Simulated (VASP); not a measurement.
# AlSi23HO48 (a cell with a defect): single point with PBE

The system is AlSi23HO48 (a cell with a defect).

```xyz
73
Lattice="9.8316 0.0000 0.0000 -4.9158 8.5144 0.0000 0.0000 0.0000 10.8182" Properties=species:S:1:pos:R:3 pbc="T T T"
Si    2.6616    0.0013    1.7334
Si   -1.3158    2.3319    3.6485
Si    1.0757    1.9814    0.0114
Si   -2.2801    8.4833    7.1571
Si    8.4804    2.2949    9.0565
Si    1.1840    1.9078    5.3723
Si    0.1708    4.2744    1.8270
Si   -3.7419    6.5595    3.6051
Si   -1.3104    6.1991   10.7670
Si    6.0491    6.5226    8.9967
Si   -1.2784    6.2627    5.3795
Si    7.5117    0.0850    1.7936
Si    3.6107    2.2395    3.5506
Si    5.9936    2.0005   10.8002
Si    7.5557    0.0243    7.2006
Si    3.4920    2.2910    8.9783
Si    6.0371    1.9890    5.4152
Si    5.0909    4.2734    1.8303
Si    1.1251    6.5805    3.5786
Si    3.6584    6.3403    0.0698
Si    4.9862    4.2626    7.1848
Si    1.2159    6.5575    9.0878
Si    3.6056    6.3014    5.3580
O    -0.3316    1.7153    4.7858
O     1.0970    3.0956    1.1999
O    -0.7531    3.7300    3.0467
O     1.6747    0.5856    0.5796
O     2.1104    2.4131    4.1232
O     3.6301    1.1616    2.3280
O    -0.4247    1.7109   10.2782
O     1.2587    2.9470    6.5864
O    -0.8094    3.6913    8.5166
O     1.7090    0.4581    5.9140
O     2.0145    2.5218    9.6050
O     3.5218    1.1729    7.8051
O    -2.8044    6.0760    4.8337
O    -1.3005    7.3835    1.0621
O    -3.1811    7.9209    2.9274
O    -0.7949    4.8318    0.6387
O    -0.3697    6.8422    4.1446
O     1.1307    5.4552    2.3976
O    -2.8023    5.9803   10.1767
O    -1.2576    7.3575    6.5995
O    -3.2283    7.8951    8.3469
O    -0.7038    4.8848    5.9217
O    -0.3286    6.6307    9.5224
O     1.4244    5.2848    7.9719
O     4.5908    1.7116    4.7394
O     5.9985    3.0990    1.1810
O     4.1239    3.6774    2.9916
O     6.5261    0.5866    0.5903
O     7.0505    2.6018    4.3016
O     8.4016    1.2894    2.4026
O     4.5026    1.8350   10.1683
O     5.8949    3.0387    6.6542
O     3.8941    3.7513    8.3183
O     6.6075    0.5916    6.0106
O     6.9598    2.4920    9.6022
O     8.4783    1.1712    7.8600
O     2.1061    6.0823    4.7823
O     3.6300    7.4804    1.2177
O     1.6727    7.9824    2.9749
O     4.1639    4.9234    0.6594
O     4.5850    6.8234    4.1720
O     6.0692    5.4003    2.4593
O     2.1453    6.1124   10.3250
O     3.5895    7.3691    6.5916
O     1.6630    7.9163    8.3604
O     4.1180    4.8784    5.9586
O     4.5827    6.8148    9.6384
O     5.9452    5.3786    7.8495
Al    0.1692    4.1347    7.1783
H     2.3037    4.7647    8.1035
```

```json
{
 "Program": "VASP 6.6.1",
 "Task": "single point",
 "Functional": "PBE",
 "Potentials or basis": "VASP PAW PBE potentials, release 64 (Si, O, Al, H)",
 "Cutoff": "520 eV",
 "k mesh": "1 × 1 × 1",
 "Occupations": "gaussian, width 0.02 eV",
 "Spin": "no spin polarisation",
 "Dipole correction": "no",
 "Further INCAR settings": "LREAL = Auto; ALGO = Normal; EDIFF = 1e-07; NBANDS = 234"
}
```

| Quantity | Value |
| --- | --- |
| Pressure | 2.8 GPa |
| Largest force | 1.099 eV/Å |
| Band gap on the k mesh | 5.37 eV |

Forces in eV/Å, atoms in the order of the input:
```
Si   0.012 -0.010 -0.001
Si   0.000  0.017  0.000
Si  -0.006 -0.008  0.008
Si   0.011 -0.008  0.008
Si  -0.010 -0.016 -0.007
Si  -0.022 -0.022 -0.030
Si   0.006  0.003 -0.004
Si  -0.007  0.016 -0.002
Si   0.015 -0.008 -0.028
Si   0.006  0.013  0.012
Si  -0.004 -0.002  0.001
Si   0.014 -0.004 -0.003
Si  -0.004  0.011 -0.001
Si   0.001 -0.018  0.012
Si  -0.008 -0.013  0.017
Si  -0.026 -0.067  0.032
Si   0.004 -0.020 -0.001
Si   0.009  0.002 -0.003
Si   0.004  0.004  0.003
Si  -0.032 -0.006  0.001
Si   0.073  0.027 -0.057
Si  -0.013 -0.087 -0.089
Si  -0.018  0.003 -0.002
O    0.007  0.008  0.005
O   -0.006 -0.011 -0.010
O    0.003 -0.006 -0.002
O    0.009  0.007  0.004
O   -0.005 -0.007  0.010
O   -0.003  0.007  0.008
O   -0.008  0.004 -0.008
O   -0.002  0.017  0.023
O    0.016  0.030 -0.024
O    0.005  0.004 -0.003
O    0.010 -0.002  0.000
O   -0.002  0.018  0.006
O    0.010  0.008  0.002
O   -0.014 -0.002 -0.001
O    0.008 -0.008 -0.005
O    0.011 -0.002  0.010
O   -0.012 -0.009  0.007
O   -0.006  0.005  0.005
O   -0.010  0.011 -0.008
O   -0.009 -0.007 -0.010
O    0.015 -0.001 -0.013
O    0.013 -0.031  0.018
O   -0.033 -0.003  0.035
O    0.925 -0.566  0.152
O   -0.003  0.014 -0.004
O   -0.014 -0.005 -0.009
O    0.009 -0.003  0.000
O    0.004  0.010  0.001
O   -0.004 -0.008  0.005
O   -0.009  0.008  0.008
O   -0.003  0.022 -0.019
O   -0.020  0.004  0.010
O   -0.067  0.049 -0.004
O    0.005  0.015 -0.002
O    0.003 -0.009  0.000
O   -0.005  0.018  0.018
O    0.002  0.011 -0.010
O   -0.009  0.001  0.002
O    0.006 -0.007 -0.003
O    0.017 -0.005  0.007
O    0.002 -0.016  0.004
O   -0.010  0.010  0.008
O    0.035  0.011  0.030
O    0.000 -0.009 -0.013
O    0.026  0.031 -0.023
O    0.011 -0.003  0.017
O    0.006 -0.012  0.001
O   -0.024 -0.006  0.005
Al   0.064  0.072  0.048
H   -0.947  0.538 -0.142
```

Stress tensor (GPa, compression positive):
```
 2.25  0.23 -0.12
 0.23  2.94 -0.15
-0.12 -0.15  3.09
```

Levels at points of the mesh, in eV from the valence-band top:
| k point | band 190 | band 191 | band 192 | band 193 | band 194 | band 195 |
| --- | --- | --- | --- | --- | --- | --- |
| (0.00, 0.00, 0.00) | -0.35 | -0.22 | 0.00 | 5.37 | 7.16 | 7.39 |

It took 6.5 min on 1 thread of AMD EPYC 7R43 64-Core Processor (Zen 3), on a shared host, peak memory 0.93 GiB.

Caveat: the k points lie up to 0.74 Å⁻¹ apart.
